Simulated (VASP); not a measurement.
# MoS2 in VASP: notebook

MoS2 is run at these levels: PBEsol+D3(BJ); tasks: single point.

Everything below comes from runs of VASP 6.6.1. Logs are shortened: lines on timing, memory, paths and dates and some standing lists are left out, and cuts for length are marked.

### Step 1. The cell of the first run

The structure is trigonal, space group R-3m (No. 166). Conventional cell: a = 3.080 Å, b = 3.080 Å, c = 17.391 Å, α = 90.00°, β = 90.00°, γ = 120.00°. Mo (site symmetry -3m) has 6 S at 2.40 Å and 6 Mo at 3.08 Å within 3.2 Å. S (site symmetry 3m) has 3 Mo at 2.40 Å and 9 S at 3.08 to 3.13 Å within 3.2 Å.

### Step 2. Single point, PBEsol+D3(BJ)

INCAR

```
SYSTEM = MoS2
  PREC = Accurate
  ENCUT = 500
  EDIFF = 1E-6
  ISMEAR = 0
  SIGMA = 0.15
  LREAL = .False.
  LASPH = .True.
  NELM = 120
  ALGO = Normal
  ISIF = 2
  LWAVE = .False.
  LCHARG = .False.
  GGA = PS
  IVDW = 12
  NBANDS = 49
  GGA_COMPAT = .False.
```

KPOINTS

```
Automatic mesh
0
Gamma
  14 14 3
  0 0 0
```

POSCAR

```
MoS2
1.0
   -1.5399048628     -2.6671934611      0.0000000000
    1.5399048628     -2.6671934611      0.0000000000
    0.0000000000      0.0000000000     17.3911508613
Mo S
3 6
Direct
    0.3333333333      0.3333333333      0.3333333333
    0.6666666667      0.6666666667      0.6666666667
    1.0000000000      1.0000000000      0.0000000000
    1.0000000000      1.0000000000      0.7592277682
    0.3333333333      0.3333333333      0.0925611015
    0.6666666667      0.6666666667      0.4258944349
    1.0000000000      1.0000000000      0.2407722318
    0.3333333333      0.3333333333      0.5741055651
    0.6666666667      0.6666666667      0.9074388985
```

Potentials or basis: VASP PAW PBE potentials, release 64 (Mo_sv, S).

Command:

```
cat potpaw_PBE.64/Mo_sv/POTCAR potpaw_PBE.64/S/POTCAR > POTCAR
mpirun -np 1 vasp_std > vasp.out
```

OUTCAR:

```text
SYSTEM = MoS2
   PREC = Accurate
   ENCUT = 500
   EDIFF = 1E-6
   ISMEAR = 0
   LREAL = .False.
   LASPH = .True.
   NELM = 120
   ISIF = 2
   GGA = PS
   IVDW = 12
 IVDW          = 12

 ion  position               nearest neighbor table
   1  0.333  0.333  0.333-   7 2.40   7 2.40   7 2.40   6 2.40   6 2.40   6 2.40
   2  0.667  0.667  0.667-   4 2.40   4 2.40   4 2.40   8 2.40   8 2.40   8 2.40
   3  0.000  0.000  0.000-   5 2.40   9 2.40   9 2.40   9 2.40   5 2.40   5 2.40
   4  0.000  0.000  0.759-   2 2.40   2 2.40   2 2.40
   5  0.333  0.333  0.093-   3 2.40   3 2.40   3 2.40
   6  0.667  0.667  0.426-   1 2.40   1 2.40   1 2.40
   7  0.000  0.000  0.241-   1 2.40   1 2.40   1 2.40
   8  0.333  0.333  0.574-   2 2.40   2 2.40   2 2.40
   9  0.667  0.667  0.907-   3 2.40   3 2.40   3 2.40

  LATTYP: Found a hexagonal cell.
 ALAT       =     3.0798097255
 C/A-ratio  =     5.6468263988

  Lattice vectors:

 A1 = (  -1.5399048628,   2.6671934611,   0.0000000000)
 A2 = (  -1.5399048628,  -2.6671934611,   0.0000000000)
 A3 = (   0.0000000000,   0.0000000000,  17.3911508613)

Analysis of symmetry for initial positions (statically):
=====================================================================
 Subroutine PRICEL returns following result:

  LATTYP: Found a trigonal (rhomboedric) cell.
 ALAT       =     6.0636238895
 COS(alpha) =     0.8710108248

  Lattice vectors:

 A1 = (   1.5399048628,  -0.8890644872,  -5.7970502865)
 A2 = (  -1.5399048628,  -0.8890644867,  -5.7970502883)
 A3 = (   0.0000000000,   1.7781289739,  -5.7970502865)

   3 primitive cells build up your supercell.

 Routine SETGRP: Setting up the symmetry group for a
 hexagonal supercell.

 Subroutine GETGRP returns: Found 12 space group operations
 (whereof 12 operations were pure point group operations)
 out of a pool of 24 trial point group operations.

The static configuration has the point symmetry D_3d.

Analysis of symmetry for dynamics (positions and initial velocities):
=====================================================================
 Subroutine PRICEL returns following result:

  LATTYP: Found a trigonal (rhomboedric) cell.
 ALAT       =     6.0636238895
 COS(alpha) =     0.8710108248

  Lattice vectors:

[... 117 lines left out ...]
   EDIFFG = 0.1E-04   stopping-criterion for IOM
   NSW    =      0    number of steps for IOM
   IBRION =     -1    ionic relax: 0-MD 1-quasi-New 2-CG
   NFREE  =      0    steps in history (QN), initial steepest desc. (CG)
   ISIF   =      2    stress and relaxation
   ISYM   =      2    0-nonsym 1-usesym 2-fastsym
   POTIM  = 0.5000    time-step for ionic-motion
   TEBEG  =    0.0;   TEEND  =   0.0 temperature during run
   PSTRESS=    0.0 pullay stress
   NELECT =      78.0000    total number of electrons
   NUPDOWN=      -1.0000    fix difference up-down
   EMIN   =  10.00;   EMAX   =-10.00  energy-range for DOS
   EFERMI =   0.00;   METHOD = LEGACY
   ISMEAR =     0;   SIGMA  =   0.15  broadening in eV -4-tet -1-fermi 0-gaus
   EFERMI_NEDOS =   21; number of points for ismear=-14 and -15
   IALGO  =     38    algorithm
   IMIX   =      4    mixing-type and parameters
     AMIX     =   0.40;   BMIX     =  1.00
     AMIX_MAG =   1.60;   BMIX_MAG =  1.00
  volume/ion in A,a.u.               =      15.87       107.12
  Fermi-wavevector in a.u.,A,eV,Ry     =   1.338045  2.528539 24.359395  1.790365
  Thomas-Fermi vector in A             =   2.466546
   LORBIT       =      0    0 simple, 1 ext, 2 COOP (PROOUT), +10 PAW based schemes
   GGA     = PS    functional components
   LHFCALC =     F    Hartree Fock is set to
   AEXX    =    0.0000 exact exchange contribution
   IVDW    =    12    specifies the selected vdW correction
   LEPSILON=     F    determine dielectric tensor
   LRPA    =     F    only Hartree local field effects (RPA)
 non-spin polarized calculation
 Gauss-broadening in eV      SIGMA  =   0.15
  energy-cutoff  :      500.00
  volume of cell :      142.86
 maximum number of plane-waves:      3675
   NGX = 11   NGY = 11   NGZ = 63

 number of electron      77.9999998 magnetization

 Free energy of the ion-electron system (eV)
  ---------------------------------------------------
  ext. energy  EPLUGINS =         0.00000000
  ---------------------------------------------------
  free energy    TOTEN  =       -67.80666971 eV

  energy without entropy =      -67.78519110  energy(sigma->0) =      -67.79593040

 E-fermi :   9.1215     XC(G=0): -11.7539

 val. band max:        9.1195511079   @ k =  -0.4286   0.2857   0.3333
 cond. band min:       9.1271964545   @ k =   0.0000   0.0000   0.3333
 fundamental gap:      0.0076453465
 Fermi energy:         9.1215019942

 k-point     1 :       0.0000    0.0000    0.0000
  band No.  band energies     occupation
      1     -52.3587      2.00000
      2     -52.3587      2.00000
      3     -52.3587      2.00000
      4     -26.5386      2.00000
      5     -26.5385      2.00000
      6     -26.5383      2.00000
[... 1237 lines left out ...]
     48      12.6322      0.00000
     49      12.6626      0.00000

 [... further k-points ...]

------------------------ aborting loop because EDIFF is reached ----------------------------------------

 Edisp (eV)   -3.73359

 E8    (eV) :    -2.3466

  FORCE on cell =-STRESS in cart. coord.  units (eV):
  Direction    XX          YY          ZZ          XY          YZ          ZX
  --------------------------------------------------------------------------------------
  -------------------------------------------------------------------------------------
  Total      -0.01982    -0.01982     0.06470     0.00000     0.00000     0.00000
  in kB      -0.22234    -0.22234     0.72562     0.00000     0.00000     0.00000
  external pressure =        0.09 kB  Pullay stress =        0.00 kB

 VOLUME and BASIS-vectors are now :
 -----------------------------------------------------------------------------
  energy-cutoff  :      500.00
  volume of cell :      142.86
      direct lattice vectors                 reciprocal lattice vectors
    -1.539904863 -2.667193461  0.000000000    -0.324695384 -0.187462967  0.000000000
     1.539904863 -2.667193461  0.000000000     0.324695384 -0.187462967  0.000000000
     0.000000000  0.000000000 17.391150861     0.000000000  0.000000000  0.057500507

 POSITION                                       TOTAL-FORCE (eV/Angst)
 -----------------------------------------------------------------------------------
      0.00000     -1.77813      5.79705        -0.000000     -0.000000      0.000000
      0.00000     -3.55626     11.59410         0.000000      0.000000      0.000000
      0.00000      0.00000      0.00000        -0.000000      0.000000      0.000000
      0.00000      0.00000     13.20384        -0.000000      0.000000     -0.004842
      0.00000     -1.77813      1.60974        -0.000000     -0.000000     -0.004842
      0.00000     -3.55626      7.40679         0.000000      0.000000     -0.004842
      0.00000      0.00000      4.18731        -0.000000     -0.000000      0.004842
      0.00000     -1.77813      9.98436        -0.000000     -0.000000      0.004842
      0.00000     -3.55626     15.78141         0.000000      0.000000      0.004842
 -----------------------------------------------------------------------------------
    total drift:                               -0.000000      0.000000      0.000000

  FREE ENERGIE OF THE ION-ELECTRON SYSTEM (eV)
  ---------------------------------------------------
  free  energy   TOTEN  =       -71.5402548397 eV

  energy  without entropy=      -71.5187762255  energy(sigma->0) =      -71.52951553
```

Run time: 5.5 min. Hardware: 1 thread of Intel Xeon Platinum 8488C (Sapphire Rapids), shared host; peak memory 0.46 GiB.

Results:

| Property | Result |
| --- | --- |
| Free energy | -71.5403 eV |
| Pressure | 0.0 GPa |
| Largest force | 0.005 eV/Å |
| Band gap on the k mesh | zero (bands 39 and 40 overlap by 0.50 eV) |
| Dispersion energy per atom | -0.415 eV |

Forces on the atoms (eV/Å):
```
Mo   0.000  0.000  0.000
Mo   0.000  0.000  0.000
Mo   0.000  0.000  0.000
S    0.000  0.000 -0.005
S    0.000  0.000 -0.005
S    0.000  0.000 -0.005
S    0.000  0.000  0.005
S    0.000  0.000  0.005
S    0.000  0.000  0.005
```

Caveat: the PAW data sets were made with another functional, which shifts forces and pressure a little.

### Step 3. Single point, PBEsol+D3(BJ)

This run uses another cell than the first one, of 15.65 Å³/atom.

INCAR

```
SYSTEM = MoS2
PREC = Accurate
ENCUT = 520
EDIFF = 1E-7
ISMEAR = 0
SIGMA = 0.15
LREAL = .FALSE.
LASPH = .TRUE.
NELM = 100
ALGO = Fast
ISIF = 2
LWAVE = .FALSE.
LCHARG = .FALSE.
GGA = PS
IVDW = 12
NBANDS = 49
```

KPOINTS

```
Automatic mesh
0
G
  14 14 3
  0 0 0
```

POSCAR

```
MoS2
1.0
   -3.0798097231      0.0000000000      0.0000000000
   -1.5399048616     -2.6671934590      0.0000000000
   -3.2338002093     -1.8670354213     17.1411508765
Mo S
3 6
Direct
    0.5483221154      0.5483221154      0.1690636447
    0.4081825491     -0.5918174509      0.8454535013
   -0.0217476678     -0.0217476678      0.5072585730
    0.0091114560      0.0091114560      0.9393645867
    0.5791812392     -0.4208187608      0.6011696583
    0.1492510223      0.1492510223      0.2629747300
    0.3773234253      0.3773234253      0.4133474877
    0.9473932085     -0.0526067915      0.0751525593
   -0.1927463579     -0.1927463579      0.7515424160
```

Potentials or basis: VASP PAW PBE potentials, release 64 (Mo_sv, S).

Command:

```
cat potpaw_PBE.64/Mo_sv/POTCAR potpaw_PBE.64/S/POTCAR > POTCAR
mpirun -np 1 vasp_std > vasp.out
```

It took 32 min on 1 thread of Oxide Virtual Turin-like, shared host; peak memory 0.82 GiB.

The run converged. Its results:

```
Free energy                : -70.7061 eV
Pressure                   : 2.6 GPa
Largest force              : 1.673 eV/Å
Band gap on the k mesh     : zero (bands 39 and 40 overlap by 0.53 eV)
Dispersion energy per atom : -0.421 eV
```

Forces on the atoms (eV/Å):
```
Mo  -0.138 -0.080 -0.083
Mo   0.138  0.080  0.083
Mo   0.000  0.000  0.000
S    0.099  0.057 -1.669
S    0.000  0.000 -0.033
S    0.032  0.018  0.041
S    0.000  0.000  0.033
S   -0.099 -0.057  1.669
S   -0.032 -0.018 -0.041
```

Stress tensor (GPa, compression positive):
```
 1.54 -0.29 -0.81
-0.29  1.88 -0.47
-0.81 -0.47  4.47
```

Levels at points of the mesh, in eV from the Fermi level:
```tsv
k point	band 35	band 36	band 37	band 38	band 39	band 40	band 41	band 42	band 43	band 44
(0.00, 0.00, 0.00)	-0.79	-0.72	-0.72	-0.37	-0.36	-0.17	0.18	0.18	0.23	0.23
(0.50, 0.00, 0.00)	-2.19	-1.94	-1.31	-1.29	-0.99	1.63	1.63	1.65	1.69	2.02
(0.50, 0.50, 0.00)	-2.19	-1.94	-1.31	-1.28	-0.74	1.63	1.63	1.63	1.65	2.01
```

Caveat: the PAW data sets were made with another functional, which shifts forces and pressure a little.
